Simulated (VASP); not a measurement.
# LiCl (I4/mmm) in VASP: a series of runs, part 2 of 3

VASP 6.6.1. The steps go on from the part before.

### 4 Single point, PBE (strain +0.000 along x and y, +0.015 along z)

Contents of INCAR:

```
PREC     = Accurate       # precision mode
ENCUT    = 520            # plane-wave cutoff, eV
EDIFF    = 1E-6           # SCF threshold, eV
ISMEAR   = 0              # smearing method
SIGMA    = 0.05           # smearing width, eV
LREAL    = False          # projectors in reciprocal space
LASPH    = True           # aspherical terms in the spheres
NELM     = 80             # most SCF steps
ALGO     = Normal         # electronic algorithm
ISIF     = 2              # what is computed and relaxed
LWAVE    = False          # write WAVECAR
LCHARG   = True           # write CHGCAR
GGA      = PE             # functional
LELF     = True           # ELF
LVHAR    = True         
NBANDS   = 12             # bands
```

Contents of KPOINTS:

```
Automatic mesh
0
Gamma
  8 8 8
```

Contents of POSCAR:

```
LiCl
1.0
    0.0000000000      2.5647600000      2.6032314000
    2.5647600000      0.0000000000      2.6032314000
    2.5647600000      2.5647600000      0.0000000000
Li Cl
1 1
Direct
    0.0000000000      0.0000000000      0.0000000000
    0.5000000000      0.5000000000      0.5000000000
```

Potentials or basis: VASP PAW PBE potentials, release 64 (Li_sv, Cl).

Started as:

```bash
$ cat potpaw_PBE.64/Li_sv/POTCAR potpaw_PBE.64/Cl/POTCAR > POTCAR
$ mpirun -np 1 vasp_std > vasp.out
```

OUTCAR:

```text
PREC = Accurate
   ENCUT = 520
   EDIFF = 1E-6
   ISMEAR = 0
   LREAL = False
   LASPH = True
   NELM = 80
   ISIF = 2
   GGA = PE

 ion  position               nearest neighbor table
   1  0.000  0.000  0.000-   2 2.56   2 2.56   2 2.56   2 2.56   2 2.60   2 2.60
   2  0.500  0.500  0.500-   1 2.56   1 2.56   1 2.56   1 2.56   1 2.60   1 2.60

  LATTYP: Found a body centered tetragonal cell.
 ALAT       =     3.6271183762
 C/A-ratio  =     1.4354267658

  Lattice vectors:

 A1 = (  -2.5647600000,   0.0000000000,   2.6032314000)
 A2 = (   2.5647600000,   0.0000000000,   2.6032314000)
 A3 = (   0.0000000000,   2.5647600000,  -2.6032314000)

Analysis of symmetry for initial positions (statically):
=====================================================================
 Subroutine PRICEL returns:
 Original cell was already a primitive cell.

 Routine SETGRP: Setting up the symmetry group for a
 body centered tetragonal supercell.

 Subroutine GETGRP returns: Found 16 space group operations
 (whereof 16 operations were pure point group operations)
 out of a pool of 16 trial point group operations.

The static configuration has the point symmetry D_4h.

Analysis of symmetry for dynamics (positions and initial velocities):
=====================================================================
 Subroutine PRICEL returns:
 Original cell was already a primitive cell.

 Routine SETGRP: Setting up the symmetry group for a
 body centered tetragonal supercell.

 Subroutine GETGRP returns: Found 16 space group operations
 (whereof 16 operations were pure point group operations)
 out of a pool of 16 trial point group operations.

The dynamic configuration has the point symmetry D_4h.

 Subroutine INISYM returns: Found 16 space group operations
 (whereof 16 operations are pure point group operations),
 and found     1 'primitive' translations

----------------------------------------------------------------------------------------

                                     Primitive cell

  volume of cell :      34.2481

  direct lattice vectors                    reciprocal lattice vectors
     0.000000000  2.564760000  2.603231400    -0.194950015  0.194950015  0.192068980
     2.564760000  0.000000000  2.603231400     0.194950015 -0.194950015  0.192068980
     2.564760000  2.564760000  0.000000000     0.194950015  0.194950015 -0.192068980

  length of vectors
     3.654423016  3.654423016  3.627118376     0.336008199  0.336008199  0.336008199

  position of ions in fractional coordinates (direct lattice)
     0.000000000  0.000000000  0.000000000
     0.500000000  0.500000000  0.500000000

  ion indices of the primitive-cell ions
   primitive index   ion index
                 1           1
                 2           2

----------------------------------------------------------------------------------------

 KPOINTS: Automatic mesh

Automatic generation of k-mesh.
 Grid dimensions read from file:
 generate k-points for:    8    8    8

 Generating k-lattice:

  Cartesian coordinates                     Fractional coordinates (reciprocal lattice)
    -0.024368752  0.024368752  0.024008623     0.125000000 -0.000000000  0.000000000
     0.024368752 -0.024368752  0.024008623    -0.000000000  0.125000000  0.000000000
     0.024368752  0.024368752 -0.024008623     0.000000000  0.000000000  0.125000000

  Length of vectors
     0.042001025  0.042001025  0.042001025

  Shift w.r.t. Gamma in fractional coordinates (k-lattice)
     0.000000000  0.000000000  0.000000000

 Subroutine IBZKPT returns following result:
 ===========================================

 Found     59 irreducible k-points:

 Following reciprocal coordinates:
            Coordinates               Weight
  0.000000  0.000000  0.000000      1.000000
  0.125000  0.000000  0.000000      8.000000
  0.250000  0.000000  0.000000      8.000000
  0.375000 -0.000000  0.000000      8.000000
  0.500000  0.000000  0.000000      4.000000
  0.125000  0.125000  0.000000      2.000000
[... 16 lines left out ...]
  0.250000  0.000000  0.125000     16.000000
  0.375000  0.000000  0.125000     16.000000
 [... further k-points ...]
   k-points           NKPTS =     59   k-points in BZ     NKDIM =     59   number of bands    NBANDS=     12
   number of dos      NEDOS =    301   number of ions     NIONS =      2
   total plane-waves  NPLWV =  21952
   dimension x,y,z NGX =    28 NGY =   28 NGZ =   28
   dimension x,y,z NGXF=    56 NGYF=   56 NGZF=   56
   ions per type =               1   1
   NGX,Y,Z   is equivalent  to a cutoff of  12.74, 12.74, 12.83 a.u.
   NGXF,Y,Z  is equivalent  to a cutoff of  25.48, 25.48, 25.67 a.u.
 SYSTEM =  unknown system
   PREC   = accura    normal or accurate (medium, high low for compatibility)
   ISTART =      0    job   : 0-new  1-cont  2-samecut
   ICHARG =      2    charge: 1-file 2-atom 10-const
   ISPIN  =      1    spin polarized calculation?
   LNONCOLLINEAR =      F non collinear calculations
   LSORBIT =      F    spin-orbit coupling
   LASPH  =      T    aspherical Exc in radial PAW
   ENCUT  =  520.0 eV  38.22 Ry    6.18 a.u.   6.79  6.79  6.74*2*pi/ulx,y,z
   NELM   =     80;   NELMIN=  2; NELMDL= -5     # of ELM steps
   EDIFF  = 0.1E-05   stopping-criterion for ELM
   LREAL  =      F    real-space projection
   EDIFFG = 0.1E-04   stopping-criterion for IOM
   NSW    =      0    number of steps for IOM
   IBRION =     -1    ionic relax: 0-MD 1-quasi-New 2-CG
   NFREE  =      0    steps in history (QN), initial steepest desc. (CG)
   ISIF   =      2    stress and relaxation
   ISYM   =      2    0-nonsym 1-usesym 2-fastsym
   POTIM  = 0.5000    time-step for ionic-motion
   TEBEG  =    0.0;   TEEND  =   0.0 temperature during run
   PSTRESS=    0.0 pullay stress
   NELECT =      10.0000    total number of electrons
   NUPDOWN=      -1.0000    fix difference up-down
   EMIN   =  10.00;   EMAX   =-10.00  energy-range for DOS
   EFERMI =   0.00;   METHOD = LEGACY
   ISMEAR =     0;   SIGMA  =   0.05  broadening in eV -4-tet -1-fermi 0-gaus
   EFERMI_NEDOS =   21; number of points for ismear=-14 and -15
   IALGO  =     38    algorithm
   IMIX   =      4    mixing-type and parameters
     AMIX     =   0.40;   BMIX     =  1.00
     AMIX_MAG =   1.60;   BMIX_MAG =  1.00
  volume/ion in A,a.u.               =      17.12       115.56
  Fermi-wavevector in a.u.,A,eV,Ry     =   1.086082  2.052398 16.049090  1.179575
  Thomas-Fermi vector in A             =   2.222211
   LORBIT       =      0    0 simple, 1 ext, 2 COOP (PROOUT), +10 PAW based schemes
   GGA     = PE    functional components
   LHFCALC =     F    Hartree Fock is set to
   AEXX    =    0.0000 exact exchange contribution
   IVDW    =     0    specifies the selected vdW correction
   LEPSILON=     F    determine dielectric tensor
   LRPA    =     F    only Hartree local field effects (RPA)
 non-spin polarized calculation
 Gauss-broadening in eV      SIGMA  =   0.05
  energy-cutoff  :      520.00
  volume of cell :       34.25
 maximum number of plane-waves:       934
   NGX = 13   NGY = 13   NGZ = 13

 number of electron      10.0000009 magnetization

 Free energy of the ion-electron system (eV)
  ---------------------------------------------------
  ext. energy  EPLUGINS =         0.00000000
  ---------------------------------------------------
  free energy    TOTEN  =        -7.38573583 eV

  energy without entropy =       -7.38573583  energy(sigma->0) =       -7.38573583

 E-fermi :   0.7691     XC(G=0):  -8.6665

 val. band max:        0.4939289741   @ k =   0.0000   0.0000   0.0000
 cond. band min:       6.7244097942   @ k =   0.0000   0.0000   0.0000
 fundamental gap:      6.2304808200
 Fermi energy:         0.7690807270

 k-point     1 :       0.0000    0.0000    0.0000
  band No.  band energies     occupation
      1     -43.0799      2.00000
      2     -12.8767      2.00000
      3       0.4553      2.00000
      4       0.4553      2.00000
      5       0.4939      2.00000
      6       6.7244      0.00000
      7      12.3101      0.00000
      8      12.4385      0.00000
      9      12.4385      0.00000
     10      14.7150      0.00000
     11      14.9436      0.00000
     12      15.0074      0.00000
[... 331 lines left out ...]
 k-point    24 :       0.3750    0.0000    0.1250
  band No.  band energies     occupation
      1     -43.0778      2.00000
      2     -12.4245      2.00000
      3      -1.6813      2.00000
      4       0.0287      2.00000
      5       0.0449      2.00000
      6       8.0989      0.00000
      7      10.0509      0.00000
      8      11.0714      0.00000
      9      11.4679      0.00000
     10      14.5607      0.00000
     11      16.7546      0.00000
     12      17.4330      0.00000

 [... further k-points ...]
[... 5 lines left out ...]
  --------------------------------------------------------------------------------------
  -------------------------------------------------------------------------------------
  Total       -0.0049553     -0.0049553     -0.0959931      0.0000000      0.0000000      0.0000000
  in kB       -0.2318148     -0.2318148     -4.4907020      0.0000000      0.0000000      0.0000000
  external PRESSURE =      -1.6514438 kB  Pullay stress =       0.0000000 kB

 VOLUME and BASIS-vectors are now :
 -----------------------------------------------------------------------------
  energy-cutoff  :      520.00
  volume of cell :       34.25
      direct lattice vectors                 reciprocal lattice vectors
     0.000000000  2.564760000  2.603231400    -0.194950015  0.194950015  0.192068980
     2.564760000  0.000000000  2.603231400     0.194950015 -0.194950015  0.192068980
     2.564760000  2.564760000  0.000000000     0.194950015  0.194950015 -0.192068980

 POSITION                                       TOTAL-FORCE (eV/Angst)
 -----------------------------------------------------------------------------------
      0.00000      0.00000      0.00000         0.000000      0.000000      0.000000
      2.56476      2.56476      2.60323        -0.000000     -0.000000     -0.000000
 -----------------------------------------------------------------------------------
    total drift:                                0.000000      0.000000      0.000000

  FREE ENERGIE OF THE ION-ELECTRON SYSTEM (eV)
  ---------------------------------------------------
  free  energy   TOTEN  =        -7.3857358316 eV

  energy  without entropy=       -7.3857358316  energy(sigma->0) =       -7.38573583
```

It took 10 s on 1 thread of Intel Xeon 6975P-C (Granite Rapids), shared host; peak memory 0.16 GiB.

Results:

```yaml
Free_energy: -7.3857 eV
Band_gap_on_the_k_mesh: 6.23 eV, direct
```

Caveat: the cell differs from its parent crystal (strain +0.000 along x and y, +0.015 along z); the cutoff is under 1.25 times the usual one of these potentials, so pressure, stress and relaxed cells hold a basis-set (Pulay) error. A k mesh can miss the band edges.

### 5 Single point, PBE (strain +0.015 along x and y, -0.015 along z)

Contents of INCAR:

```
  PREC = Accurate
  ENCUT = 520
  EDIFF = 1E-6
  ISMEAR = 0
  SIGMA = 0.05
  LREAL = F
  LASPH = T
  NELM = 100
  ALGO = Normal
  ISIF = 2
  LWAVE = F
  LCHARG = F
  GGA = PE
  NBANDS = 12
```

Contents of KPOINTS:

```
regular mesh
0
Gamma
  8 8 8
```

Contents of POSCAR:

```
LiCl
1.0
    0.0000000000      2.6032314000      2.5262886000
    2.6032314000      0.0000000000      2.5262886000
    2.6032314000      2.6032314000      0.0000000000
Li Cl
1 1
Direct
    0.0000000000      0.0000000000      0.0000000000
    0.5000000000      0.5000000000      0.5000000000
```

Started as:

```bash
$ cat potpaw_PBE.64/Li_sv/POTCAR potpaw_PBE.64/Cl/POTCAR > POTCAR
$ mpirun -np 1 vasp_std > vasp.out
```

It took 9.5 s on 1 thread of Intel Xeon 6975P-C (Granite Rapids), shared host; peak memory 0.16 GiB.

The run converged. Its results:

```
Free energy            : -7.3842 eV
Band gap on the k mesh : 6.23 eV, direct
```

Levels at points of the mesh, in eV from the valence-band top:
```csv
k point,band 2,band 3,band 4,band 5,band 6,band 7,band 8,band 9
"(0.00, 0.00, 0.00)",-13.37,-0.09,0.00,0.00,6.23,11.82,11.82,12.08
"(0.50, 0.00, 0.00)",-12.82,-2.78,-0.31,-0.24,6.71,9.35,9.60,12.80
"(0.50, 0.50, 0.00)",-12.56,-2.85,-1.16,-1.16,7.80,8.20,12.57,13.84
"(0.50, 0.00, 0.50)",-12.61,-2.85,-1.17,-0.97,7.85,8.34,12.15,13.76
```

Caveat: the cell differs from its parent crystal (strain +0.015 along x and y, -0.015 along z); the cutoff is under 1.25 times the usual one of these potentials, so pressure, stress and relaxed cells hold a basis-set (Pulay) error. A k mesh can miss the band edges.

(Part 2 of 3 ends here.)
